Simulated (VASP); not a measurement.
# CdF2 (Fm-3m) in VASP: single point with r2SCAN

Aim: the single point of CdF2 with r2SCAN.

All numbers are computed with VASP 6.6.1; they aren't measurements. Logs are shortened: lines on timing, memory, paths and dates and some standing lists are left out, and cuts for length are marked.

## (1) The cell of the first run

The structure is cubic, space group Fm-3m (No. 225). Conventional cell: a = 5.388 Å, b = 5.388 Å, c = 5.388 Å, α = 90.00°, β = 90.00°, γ = 90.00°. Within 3.1 Å of Cd (site symmetry m-3m) lie 8 F at 2.33 Å. F (site symmetry -43m) has 4 Cd at 2.33 Å and 6 F at 2.69 Å within 3.1 Å.

## (2) Single point, r2SCAN

Input file POSCAR:

```
CdF2
1.0
    0.0000000000      2.6940000000      2.6940000000
    2.6940000000      0.0000000000      2.6940000000
    2.6940000000      2.6940000000      0.0000000000
Cd F
1 2
Direct
    0.0000000000      0.0000000000      0.0000000000
    0.2500000000      0.2500000000      0.2500000000
    0.7500000000      0.7500000000      0.7500000000
```

Input file INCAR.step1:

```
  PREC = Accurate
  ENCUT = 660
  ISMEAR = 0
  SIGMA = 0.05
  LREAL = False
  LASPH = True
  NELM = 120
  NBANDS = 24
  GGA = PE
  ALGO = Normal
  EDIFF = 1E-5
  LWAVE = True
  LCHARG = False
  GGA_COMPAT = False
```

Input file INCAR.step2:

```
  PREC = Accurate
  ENCUT = 660
  EDIFF = 1E-6
  ISMEAR = 0
  SIGMA = 0.05
  LREAL = False
  LASPH = True
  NELM = 120
  ALGO = Normal
  ISIF = 2
  LWAVE = False
  LCHARG = False
  METAGGA = R2SCAN
  LMIXTAU = True
  NBANDS = 24
  ISTART = 1
  GGA_COMPAT = False
```

Input file KPOINTS:

```
Automatic mesh
0
Gamma
  8 8 8
```

Potentials or basis: VASP PAW PBE potentials, release 64 (Cd_sv_GW, F).

The run is started by

```console
cat potpaw_PBE.64/Cd_sv_GW/POTCAR potpaw_PBE.64/F/POTCAR > POTCAR
cp INCAR.step1 INCAR
mpirun -np 1 vasp_std > vasp.out
cp INCAR.step2 INCAR
mpirun -np 1 vasp_std > vasp.out
```

OUTCAR:

```text
PREC = Accurate
   ENCUT = 660
   EDIFF = 1E-6
   ISMEAR = 0
   LREAL = False
   LASPH = True
   NELM = 120
   ISIF = 2
   METAGGA = R2SCAN
   ISTART = 1

 ion  position               nearest neighbor table
   1  0.000  0.000  0.000-
   2  0.250  0.250  0.250-
   3  0.750  0.750  0.750-

  LATTYP: Found a face centered cubic cell.
 ALAT       =     5.3880000000

  Lattice vectors:

 A1 = (   0.0000000000,   2.6940000000,   2.6940000000)
 A2 = (   2.6940000000,   0.0000000000,   2.6940000000)
 A3 = (   2.6940000000,   2.6940000000,   0.0000000000)

Analysis of symmetry for initial positions (statically):
=====================================================================
 Subroutine PRICEL returns:
 Original cell was already a primitive cell.

 Routine SETGRP: Setting up the symmetry group for a
 face centered cubic supercell.

 Subroutine GETGRP returns: Found 48 space group operations
 (whereof 48 operations were pure point group operations)
 out of a pool of 48 trial point group operations.

The static configuration has the point symmetry O_h .

Analysis of symmetry for dynamics (positions and initial velocities):
=====================================================================
 Subroutine PRICEL returns:
 Original cell was already a primitive cell.

 Routine SETGRP: Setting up the symmetry group for a
 face centered cubic supercell.

 Subroutine GETGRP returns: Found 48 space group operations
 (whereof 48 operations were pure point group operations)
 out of a pool of 48 trial point group operations.

The dynamic configuration has the point symmetry O_h .

 Subroutine INISYM returns: Found 48 space group operations
 (whereof 48 operations are pure point group operations),
 and found     1 'primitive' translations

----------------------------------------------------------------------------------------

                                     Primitive cell

  volume of cell :      39.1041

  direct lattice vectors                    reciprocal lattice vectors
     0.000000000  2.694000000  2.694000000    -0.185597624  0.185597624  0.185597624
     2.694000000  0.000000000  2.694000000     0.185597624 -0.185597624  0.185597624
     2.694000000  2.694000000  0.000000000     0.185597624  0.185597624 -0.185597624

  length of vectors
     3.809891337  3.809891337  3.809891337     0.321464515  0.321464515  0.321464515

  position of ions in fractional coordinates (direct lattice)
     0.000000000  0.000000000  0.000000000
     0.250000000  0.250000000  0.250000000
     0.750000000  0.750000000  0.750000000

  ion indices of the primitive-cell ions
   primitive index   ion index
                 1           1
                 2           2
                 3           3

----------------------------------------------------------------------------------------

 KPOINTS: Automatic mesh

Automatic generation of k-mesh.
 Grid dimensions read from file:
 generate k-points for:    8    8    8

 Generating k-lattice:

  Cartesian coordinates                     Fractional coordinates (reciprocal lattice)
    -0.023199703  0.023199703  0.023199703     0.125000000  0.000000000  0.000000000
     0.023199703 -0.023199703  0.023199703     0.000000000  0.125000000  0.000000000
     0.023199703  0.023199703 -0.023199703     0.000000000  0.000000000  0.125000000

  Length of vectors
     0.040183064  0.040183064  0.040183064

  Shift w.r.t. Gamma in fractional coordinates (k-lattice)
     0.000000000  0.000000000  0.000000000

 Subroutine IBZKPT returns following result:
 ===========================================

 Found     29 irreducible k-points:

 Following reciprocal coordinates:
            Coordinates               Weight
  0.000000  0.000000  0.000000      1.000000
  0.125000  0.000000  0.000000      8.000000
  0.250000  0.000000  0.000000      8.000000
  0.375000  0.000000  0.000000      8.000000
  0.500000  0.000000  0.000000      4.000000
  0.125000  0.125000  0.000000      6.000000
[... 16 lines left out ...]
  0.500000  0.250000  0.125000     48.000000
 -0.375000  0.250000  0.125000     24.000000
 [... further k-points ...]
   k-points           NKPTS =     29   k-points in BZ     NKDIM =     29   number of bands    NBANDS=     24
   number of dos      NEDOS =    301   number of ions     NIONS =      3
   total plane-waves  NPLWV =  32768
   dimension x,y,z NGX =    32 NGY =   32 NGZ =   32
   dimension x,y,z NGXF=    64 NGYF=   64 NGZF=   64
   ions per type =               1   2
   NGX,Y,Z   is equivalent  to a cutoff of  13.96, 13.96, 13.96 a.u.
   NGXF,Y,Z  is equivalent  to a cutoff of  27.93, 27.93, 27.93 a.u.
 SYSTEM =  unknown system
   PREC   = accura    normal or accurate (medium, high low for compatibility)
   ISTART =      1    job   : 0-new  1-cont  2-samecut
   ICHARG =      0    charge: 1-file 2-atom 10-const
   ISPIN  =      1    spin polarized calculation?
   LNONCOLLINEAR =      F non collinear calculations
   LSORBIT =      F    spin-orbit coupling
   LASPH  =      T    aspherical Exc in radial PAW
   ENCUT  =  660.0 eV  48.51 Ry    6.96 a.u.   7.98  7.98  7.98*2*pi/ulx,y,z
   NELM   =    120;   NELMIN=  2; NELMDL=  0     # of ELM steps
   EDIFF  = 0.1E-05   stopping-criterion for ELM
   LREAL  =      F    real-space projection
   EDIFFG = 0.1E-04   stopping-criterion for IOM
   NSW    =      0    number of steps for IOM
   IBRION =     -1    ionic relax: 0-MD 1-quasi-New 2-CG
   NFREE  =      0    steps in history (QN), initial steepest desc. (CG)
   ISIF   =      2    stress and relaxation
   ISYM   =      2    0-nonsym 1-usesym 2-fastsym
   POTIM  = 0.5000    time-step for ionic-motion
   TEBEG  =    0.0;   TEEND  =   0.0 temperature during run
   PSTRESS=    0.0 pullay stress
   NELECT =      34.0000    total number of electrons
   NUPDOWN=      -1.0000    fix difference up-down
   EMIN   =  10.00;   EMAX   =-10.00  energy-range for DOS
   EFERMI =   0.00;   METHOD = LEGACY
   ISMEAR =     0;   SIGMA  =   0.05  broadening in eV -4-tet -1-fermi 0-gaus
   EFERMI_NEDOS =   21; number of points for ismear=-14 and -15
   IALGO  =     38    algorithm
   IMIX   =      4    mixing-type and parameters
     AMIX     =   0.40;   BMIX     =  1.00
     AMIX_MAG =   1.60;   BMIX_MAG =  1.00
  volume/ion in A,a.u.               =      13.03        87.96
  Fermi-wavevector in a.u.,A,eV,Ry     =   1.562525  2.952743 33.218397  2.441483
  Thomas-Fermi vector in A             =   2.665430
   LORBIT       =      0    0 simple, 1 ext, 2 COOP (PROOUT), +10 PAW based schemes
   METAGGA = R2SCAN    functional components
   LHFCALC =     F    Hartree Fock is set to
   AEXX    =    0.0000 exact exchange contribution
   IVDW    =     0    specifies the selected vdW correction
   LEPSILON=     F    determine dielectric tensor
   LRPA    =     F    only Hartree local field effects (RPA)
 non-spin polarized calculation
 Gauss-broadening in eV      SIGMA  =   0.05
  energy-cutoff  :      660.00
  volume of cell :       39.10
 maximum number of plane-waves:      1540
   NGX = 15   NGY = 15   NGZ = 15

 number of electron      33.9999999 magnetization

 Free energy of the ion-electron system (eV)
  ---------------------------------------------------
  ext. energy  EPLUGINS =         0.00000000
  ---------------------------------------------------
  free energy    TOTEN  =       -33.84411751 eV

  energy without entropy =      -33.84411751  energy(sigma->0) =      -33.84411751

 E-fermi :   0.3367     XC(G=0): -11.2078

 val. band max:        0.0745640079   @ k =  -0.2500   0.5000   0.2500
 cond. band min:       3.8616728158   @ k =   0.0000   0.0000   0.0000
 fundamental gap:      3.7871088079
 Fermi energy:         0.3367386928

 k-point     1 :       0.0000    0.0000    0.0000
  band No.  band energies     occupation
      1    -100.9089      2.00000
      2     -61.1064      2.00000
      3     -61.1064      2.00000
      4     -61.1064      2.00000
      5     -21.8499      2.00000
      6     -20.7904      2.00000
[... 16 lines left out ...]
     23      20.9741      0.00000
     24      20.9741      0.00000

 k-point     2 :       0.1250    0.0000    0.0000
  band No.  band energies     occupation
      1    -100.9089      2.00000
      2     -61.1068      2.00000
      3     -61.1065      2.00000
      4     -61.1065      2.00000
      5     -21.8024      2.00000
      6     -20.8326      2.00000
[... 16 lines left out ...]
     23      20.5375      0.00000
     24      20.5375      0.00000

 k-point     3 :       0.2500    0.0000    0.0000
  band No.  band energies     occupation
      1    -100.9088      2.00000
      2     -61.1076      2.00000
      3     -61.1066      2.00000
      4     -61.1066      2.00000
      5     -21.6733      2.00000
      6     -20.9473      2.00000
[... 16 lines left out ...]
     23      19.8111      0.00000
     24      20.3194      0.00000

 k-point     4 :       0.3750    0.0000    0.0000
  band No.  band energies     occupation
      1    -100.9088      2.00000
      2     -61.1085      2.00000
      3     -61.1068      2.00000
      4     -61.1068      2.00000
      5     -21.4955      2.00000
      6     -21.1081      2.00000
[... 16 lines left out ...]
     23      19.2722      0.00000
     24      19.8622      0.00000

 k-point     5 :       0.5000    0.0000    0.0000
  band No.  band energies     occupation
      1    -100.9088      2.00000
      2     -61.1089      2.00000
      3     -61.1068      2.00000
      4     -61.1068      2.00000
      5     -21.3319      2.00000
      6     -21.2639      2.00000
[... 451 lines left out ...]
 k-point    22 :       0.3750    0.2500    0.1250
  band No.  band energies     occupation
      1    -100.9088      2.00000
      2     -61.1079      2.00000
      3     -61.1071      2.00000
      4     -61.1068      2.00000
      5     -21.5837      2.00000
      6     -21.0192      2.00000
[... 16 lines left out ...]
     23      20.4139      0.00000
     24      23.0353      0.00000

 k-point    23 :       0.5000    0.2500    0.1250
  band No.  band energies     occupation
      1    -100.9088      2.00000
      2     -61.1083      2.00000
      3     -61.1074      2.00000
      4     -61.1069      2.00000
      5     -21.4407      2.00000
      6     -21.1436      2.00000
[... 16 lines left out ...]
     23      19.8184      0.00000
     24      22.9008      0.00000

 k-point    24 :      -0.3750    0.2500    0.1250
  band No.  band energies     occupation
      1    -100.9088      2.00000
      2     -61.1085      2.00000
      3     -61.1075      2.00000
      4     -61.1070      2.00000
      5     -21.3051      2.00000
      6     -21.2710      2.00000
[... 16 lines left out ...]
     23      19.5754      0.00000
     24      23.1286      0.00000

 [... further k-points ...]

------------------------ aborting loop because EDIFF is reached ----------------------------------------

  FORCE on cell =-STRESS in cart. coord.  units (eV):
  Direction    XX          YY          ZZ          XY          YZ          ZX
  --------------------------------------------------------------------------------------
  -------------------------------------------------------------------------------------
  Total       -0.1209745     -0.1209745     -0.1209745     -0.0000000      0.0000000     -0.0000000
  in kB       -4.9565764     -4.9565764     -4.9565764     -0.0000000      0.0000000     -0.0000000
  external PRESSURE =      -4.9565764 kB  Pullay stress =       0.0000000 kB

 VOLUME and BASIS-vectors are now :
 -----------------------------------------------------------------------------
  energy-cutoff  :      660.00
  volume of cell :       39.10
      direct lattice vectors                 reciprocal lattice vectors
     0.000000000  2.694000000  2.694000000    -0.185597624  0.185597624  0.185597624
     2.694000000  0.000000000  2.694000000     0.185597624 -0.185597624  0.185597624
     2.694000000  2.694000000  0.000000000     0.185597624  0.185597624 -0.185597624

 POSITION                                       TOTAL-FORCE (eV/Angst)
 -----------------------------------------------------------------------------------
      0.00000      0.00000      0.00000        -0.000000      0.000000      0.000000
      1.34700      1.34700      1.34700        -0.000000     -0.000000     -0.000000
      4.04100      4.04100      4.04100         0.000000      0.000000     -0.000000
 -----------------------------------------------------------------------------------
    total drift:                                0.000000     -0.000000      0.000000

  FREE ENERGIE OF THE ION-ELECTRON SYSTEM (eV)
  ---------------------------------------------------
  free  energy   TOTEN  =       -33.8441175116 eV

  energy  without entropy=      -33.8441175116  energy(sigma->0) =      -33.84411751
```

Wall time 62 s (1 thread of Intel Xeon 6975P-C (Granite Rapids), shared host); peak memory 0.22 GiB.

Results:

```yaml
Free_energy: -33.8441 eV
Pressure: -0.5 GPa
Band_gap_on_the_k_mesh: 3.79 eV (least direct gap 4.30 eV)
```

Levels at points of the mesh, in eV from the valence-band top:
```
           k point  band 13  band 14  band 15  band 16  band 17  band 18  band 19  band 20  band 21  band 22
(0.00, 0.00, 0.00)    -0.99    -0.99    -0.52    -0.52    -0.52     3.79    13.61    13.61    13.61    17.94
(0.50, 0.00, 0.00)    -2.28    -1.85    -1.85    -0.41    -0.41     8.02     9.70    15.61    15.61    18.99
(0.50, 0.50, 0.00)    -2.96    -2.96    -0.52    -0.09    -0.09     8.91    10.58    12.21    15.30    15.30
```

Caveat: the PAW data sets were made with another functional, which shifts forces and pressure a little. A k mesh can miss the band edges.
